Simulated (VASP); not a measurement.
# NaCu (P4/mmm) in VASP: further runs

NaCu is run at these levels: PBE; tasks: single point, relaxation of cell and atoms.

Everything below comes from runs of VASP 6.6.1. Logs are shortened: lines on timing, memory, paths and dates and some standing lists are left out, and cuts for length are marked.

## Step 1: The cell of the first run

It takes space group P4/mmm (No. 123, tetragonal). The conventional cell has a = 2.817 Å, b = 2.817 Å, c = 4.593 Å, α = 90.00°, β = 90.00°, γ = 90.00°. Within 3.7 Å of Na (site symmetry 4/mmm) lie 4 Na at 2.82 Å and 8 Cu at 3.04 Å. Cu (site symmetry 4/mmm) has 4 Cu at 2.82 Å and 8 Na at 3.04 Å within 3.7 Å.

## Step 2: Single point, PBE

Input file INCAR:

```
SYSTEM = NaCu
PREC = Accurate
ENCUT = 520
EDIFF = 1E-7
ISMEAR = -1
SIGMA = 0.05
LREAL = .False.
LASPH = .True.
NELM = 80
ALGO = Fast
ISIF = 2
LWAVE = .False.
LCHARG = .False.
GGA = PE
NBANDS = 16
```

Input file KPOINTS:

```
Automatic mesh
0
Gamma
  9 9 7
  0 0 0
```

Input file POSCAR:

```
NaCu
1.0
    2.8170667816      0.0000000000      0.0000000000
    0.0000000000      2.8170667816      0.0000000000
    0.0000000000      0.0000000000      4.5927076256
Na Cu
1 1
Direct
    0.0000000000      0.0000000000      0.0000000000
    0.5000000000      0.5000000000      0.5000000000
```

Potentials or basis: VASP PAW PBE potentials, release 64 (Na_pv, Cu).

Run with:

```sh
> cat potpaw_PBE.64/Na_pv/POTCAR potpaw_PBE.64/Cu/POTCAR > POTCAR
> mpirun -np 1 vasp_std > vasp.out
```

OUTCAR:

```text
SYSTEM = NaCu
   PREC = Accurate
   ENCUT = 520
   EDIFF = 1E-7
   ISMEAR = -1
   LREAL = .False.
   LASPH = .True.
   NELM = 80
   ISIF = 2
   GGA = PE

 ion  position               nearest neighbor table
   1  0.000  0.000  0.000-
   2  0.500  0.500  0.500-

  LATTYP: Found a simple tetragonal cell.
 ALAT       =     2.8170667816
 C/A-ratio  =     1.6303154954

  Lattice vectors:

 A1 = (   2.8170667816,   0.0000000000,   0.0000000000)
 A2 = (   0.0000000000,   2.8170667816,   0.0000000000)
 A3 = (   0.0000000000,   0.0000000000,   4.5927076256)

Analysis of symmetry for initial positions (statically):
=====================================================================
 Subroutine PRICEL returns:
 Original cell was already a primitive cell.

 Routine SETGRP: Setting up the symmetry group for a
 simple tetragonal supercell.

 Subroutine GETGRP returns: Found 16 space group operations
 (whereof 16 operations were pure point group operations)
 out of a pool of 16 trial point group operations.

The static configuration has the point symmetry D_4h.

Analysis of symmetry for dynamics (positions and initial velocities):
=====================================================================
 Subroutine PRICEL returns:
 Original cell was already a primitive cell.

 Routine SETGRP: Setting up the symmetry group for a
 simple tetragonal supercell.

 Subroutine GETGRP returns: Found 16 space group operations
 (whereof 16 operations were pure point group operations)
 out of a pool of 16 trial point group operations.

The dynamic configuration has the point symmetry D_4h.

 Subroutine INISYM returns: Found 16 space group operations
 (whereof 16 operations are pure point group operations),
 and found     1 'primitive' translations

----------------------------------------------------------------------------------------

                                     Primitive cell

  volume of cell :      36.4471

  direct lattice vectors                    reciprocal lattice vectors
     2.817066782  0.000000000  0.000000000     0.354979160  0.000000000  0.000000000
     0.000000000  2.817066782  0.000000000     0.000000000  0.354979160  0.000000000
     0.000000000  0.000000000  4.592707626     0.000000000  0.000000000  0.217736482
[... 74 lines left out ...]
 SYSTEM =  NaCu
   PREC   = accura    normal or accurate (medium, high low for compatibility)
   ISTART =      0    job   : 0-new  1-cont  2-samecut
   ICHARG =      2    charge: 1-file 2-atom 10-const
   ISPIN  =      1    spin polarized calculation?
   LNONCOLLINEAR =      F non collinear calculations
   LSORBIT =      F    spin-orbit coupling
   LASPH  =      T    aspherical Exc in radial PAW
   ENCUT  =  520.0 eV  38.22 Ry    6.18 a.u.   5.24  5.24  8.54*2*pi/ulx,y,z
   NELM   =     80;   NELMIN=  2; NELMDL= -5     # of ELM steps
   EDIFF  = 0.1E-06   stopping-criterion for ELM
   LREAL  =      F    real-space projection
   EDIFFG = 0.1E-05   stopping-criterion for IOM
   NSW    =      0    number of steps for IOM
   IBRION =     -1    ionic relax: 0-MD 1-quasi-New 2-CG
   NFREE  =      0    steps in history (QN), initial steepest desc. (CG)
   ISIF   =      2    stress and relaxation
   ISYM   =      2    0-nonsym 1-usesym 2-fastsym
   POTIM  = 0.5000    time-step for ionic-motion
   TEBEG  =    0.0;   TEEND  =   0.0 temperature during run
   PSTRESS=    0.0 pullay stress
   NELECT =      18.0000    total number of electrons
   NUPDOWN=      -1.0000    fix difference up-down
   EMIN   =  10.00;   EMAX   =-10.00  energy-range for DOS
   EFERMI =   0.00;   METHOD = LEGACY
   ISMEAR =    -1;   SIGMA  =   0.05  broadening in eV -4-tet -1-fermi 0-gaus
   EFERMI_NEDOS =   21; number of points for ismear=-14 and -15
   IALGO  =     68    algorithm
   IMIX   =      4    mixing-type and parameters
     AMIX     =   0.40;   BMIX     =  1.00
     AMIX_MAG =   1.60;   BMIX_MAG =  1.00
  volume/ion in A,a.u.               =      18.22       122.98
  Fermi-wavevector in a.u.,A,eV,Ry     =   1.294031  2.445364 22.783172  1.674516
  Thomas-Fermi vector in A             =   2.425639
   LORBIT       =      0    0 simple, 1 ext, 2 COOP (PROOUT), +10 PAW based schemes
   GGA     = PE    functional components
   LHFCALC =     F    Hartree Fock is set to
   AEXX    =    0.0000 exact exchange contribution
   IVDW    =     0    specifies the selected vdW correction
   LEPSILON=     F    determine dielectric tensor
   LRPA    =     F    only Hartree local field effects (RPA)
 non-spin polarized calculation
 RMM-DIIS sequential band-by-band and
  energy-cutoff  :      520.00
  volume of cell :       36.45
 maximum number of plane-waves:       998
 NGX is ok and might be reduce to    24
   NGX = 11   NGY = 11   NGZ = 17

 number of electron      17.9999986 magnetization

 Free energy of the ion-electron system (eV)
  ---------------------------------------------------
  ext. energy  EPLUGINS =         0.00000000
  ---------------------------------------------------
  free energy    TOTEN  =        -4.35329156 eV

  energy without entropy =       -4.34877146  energy(sigma->0) =       -4.35103151

 E-fermi :   3.1734     XC(G=0):  -9.4862

 val. band max:        3.1190722628   @ k =   0.2222   0.1111   0.2857
 cond. band min:       3.2217001563   @ k =   0.0000   0.0000   0.1429
 fundamental gap:      0.1026278936
 Fermi energy:         3.1733539974

 k-point     1 :       0.0000    0.0000    0.0000
  band No.  band energies     occupation
      1     -21.1070      2.00000
      2     -21.0772      2.00000
      3     -21.0772      2.00000
      4      -2.7484      2.00000
      5       0.3315      2.00000
      6       0.3496      2.00000
[... 433 lines left out ...]
      3     -21.0685      2.00000
      4       0.2819      2.00000
      5       0.5116      2.00000
      6       0.7367      2.00000
[... 8 lines left out ...]
     15      16.2602      0.00000
     16      18.8613      0.00000

 [... further k-points ...]
[... 5 lines left out ...]
  --------------------------------------------------------------------------------------
  -------------------------------------------------------------------------------------
  Total       -0.0189859     -0.0189859     -0.0515106      0.0000000      0.0000000      0.0000000
  in kB       -0.8345989     -0.8345989     -2.2643533      0.0000000      0.0000000      0.0000000
  external PRESSURE =      -1.3111837 kB  Pullay stress =       0.0000000 kB

 VOLUME and BASIS-vectors are now :
 -----------------------------------------------------------------------------
  energy-cutoff  :      520.00
  volume of cell :       36.45
      direct lattice vectors                 reciprocal lattice vectors
     2.817066782  0.000000000  0.000000000     0.354979160  0.000000000  0.000000000
     0.000000000  2.817066782  0.000000000     0.000000000  0.354979160  0.000000000
     0.000000000  0.000000000  4.592707626     0.000000000  0.000000000  0.217736482

 POSITION                                       TOTAL-FORCE (eV/Angst)
 -----------------------------------------------------------------------------------
      0.00000      0.00000      0.00000         0.000000      0.000000      0.000000
      1.40853      1.40853      2.29635         0.000000      0.000000      0.000000
 -----------------------------------------------------------------------------------
    total drift:                                0.000000      0.000000     -0.000000

  FREE ENERGIE OF THE ION-ELECTRON SYSTEM (eV)
  ---------------------------------------------------
  free  energy   TOTEN  =        -4.3532915597 eV

  energy  without entropy=       -4.3487714648  energy(sigma->0) =       -4.35103151
```

OSZICAR:

```text
N       E                     dE             d eps       ncg     rms          rms(c)
DAV:   1     0.112402360038E+03    0.11240E+03   -0.89029E+03  1944   0.153E+03
DAV:   2    -0.622774773450E+00   -0.11303E+03   -0.10583E+03  1984   0.287E+02
DAV:   3    -0.501317716966E+01   -0.43904E+01   -0.43428E+01  2480   0.703E+01
[... 11 lines left out ...]
RMM:  15    -0.435329100021E+01   -0.96216E-06   -0.10163E-05  2671   0.244E-02    0.171E-03
RMM:  16    -0.435329120449E+01   -0.20428E-06   -0.20146E-06  2611   0.123E-02    0.198E-03
RMM:  17    -0.435329179627E+01   -0.59178E-06   -0.14568E-06  2307   0.172E-02    0.598E-03
RMM:  18    -0.435329156268E+01    0.23359E-06   -0.13782E-07  1869   0.565E-03    0.376E-03
RMM:  19    -0.435329155971E+01    0.29681E-08   -0.48378E-08  1672   0.228E-03
   1 F= -.43532916E+01 E0= -.43510315E+01  d E =-.452009E-02
```

stdout:

```text
POSCAR found type information on POSCAR NaCu
 POSCAR found :  2 types and       2 ions
 scaLAPACK will be used
 LDA part: xc-table for (Slater+PW92), standard interpolation
 POSCAR, INCAR and KPOINTS ok, starting setup
 FFT: planning ... GRIDC
 FFT: planning ... GRID_SOFT
 FFT: planning ... GRID
 WAVECAR not read
 entering main loop
```

Run time: 46 s. Hardware: 1 thread of AMD EPYC 7R43 (Zen 3), shared host; peak memory 0.14 GiB.

Results:

```yaml
Free_energy: -4.3533 eV
Pressure: -0.1 GPa
Band_gap_on_the_k_mesh: zero (band 9 reaches 5.70 eV, above the bottom of band 10 at 1.48 eV)
```

Stress tensor (GPa, compression positive):
```
-0.08  0.00  0.00
 0.00 -0.08  0.00
 0.00  0.00 -0.23
```

Levels at points of the mesh, in eV from the Fermi level:
```csv
k point,band 7,band 8,band 9,band 10,band 11,band 12
"(0.00, 0.00, 0.00)",-1.96,-1.96,-1.65,1.07,3.24,12.27
```

## Step 3: Relaxation of cell and atoms, PBE

This run uses another cell than the first one, of 17.49 Å³/atom, 0.960 times its volume.

Input file INCAR:

```
PREC     = Accurate       # precision mode
ENCUT    = 600            # plane-wave cutoff, eV
EDIFF    = 1E-6           # SCF threshold, eV
ISMEAR   = -1             # smearing method
SIGMA    = 0.05           # smearing width, eV
LREAL    = F              # projectors in reciprocal space
LASPH    = T              # aspherical terms in the spheres
NELM     = 100            # most SCF steps
ALGO     = Normal         # electronic algorithm
ISIF     = 3              # what is computed and relaxed
LWAVE    = F              # write WAVECAR
LCHARG   = F              # write CHGCAR
GGA      = PE             # functional
IBRION   = 2              # ionic algorithm
NSW      = 60             # ionic steps
EDIFFG   = -0.01          # ionic threshold
```

Input file KPOINTS:

```
Automatic mesh
0
Gamma
  9 9 7
```

Input file POSCAR:

```
NaCu
1.0
    2.9422367500      0.0000000000      0.0000000000
    0.0000000000      2.9422367500      0.0000000000
    0.0000000000      0.0000000000      4.0409127600
Na Cu
1 1
Direct
    0.0000000000      0.0000000000      0.0000000000
    0.5000000000      0.5000000000      0.5000000000
```

Potentials or basis: VASP PAW PBE potentials, release 64 (Na_pv, Cu).

Run with:

```sh
> cat potpaw_PBE.64/Na_pv/POTCAR potpaw_PBE.64/Cu/POTCAR > POTCAR
> mpirun -np 1 vasp_std > vasp.out
```

Wall time 2.6 min (1 thread of AMD EPYC 7R43 (Zen 3), shared host); peak memory 0.14 GiB.

Results (log left out):

| Item | Value |
| --- | --- |
| Free energy | -4.3532 eV |
| Relaxed volume | 18.28 Å³/atom |
| Relaxed cell | a = 2.824 Å, b = 2.824 Å, c = 4.585 Å, α = 90.00°, β = 90.00°, γ = 90.00° |
| Space group after relaxing (to 0.05 Å) | P4/mmm (No. 123) |
| Energy gained by relaxing | 36.5 meV/atom |
| Ionic steps | 12 |
| Pressure after relaxing | 0.0 GPa |
| Band gap on the k mesh | zero (band 9 reaches 5.66 eV, above the bottom of band 10 at 1.45 eV) |

Step by step:
| step | energy change (eV) | largest force (eV/Å) | pressure (GPa) | volume (Å³) |
| --- | --- | --- | --- | --- |
| 1 | 0.0000 | 0.0000 | 3.04 | 34.98 |
| 2 | -0.0316 | 0.0000 | 1.24 | 36.68 |
| 3 | -0.0428 | 0.0000 | -0.32 | 38.45 |
| 4 | -0.0429 | 0.0000 | -0.50 | 38.64 |
| 5 | -0.0477 | 0.0000 | -0.45 | 38.47 |
| 6 | -0.0609 | 0.0000 | -0.45 | 37.94 |
| 7 | -0.0710 | 0.0000 | -0.31 | 36.72 |
| 8 | -0.0724 | 0.0000 | -0.41 | 37.16 |
| 9 | -0.0727 | 0.0000 | -0.51 | 37.04 |
| 10 | -0.0721 | 0.0000 | 0.54 | 36.06 |
| 11 | -0.0731 | 0.0000 | -0.10 | 36.67 |
| 12 | -0.0731 | 0.0000 | 0.03 | 36.57 |

Final structure:
```xyz
2
Lattice="2.8243 0.0000 0.0000 0.0000 2.8243 0.0000 0.0000 0.0000 4.5847" Properties=species:S:1:pos:R:3 pbc="T T T"
Na    2.8243    0.0000    0.0000
Cu    1.4121    1.4121    2.2923
```

Levels at points of the mesh, in eV from the Fermi level:
| k point | band 7 | band 8 | band 9 | band 10 | band 11 | band 12 |
| --- | --- | --- | --- | --- | --- | --- |
| (0.00, 0.00, 0.00) | -1.97 | -1.97 | -1.67 | 1.10 | 3.27 | 12.42 |
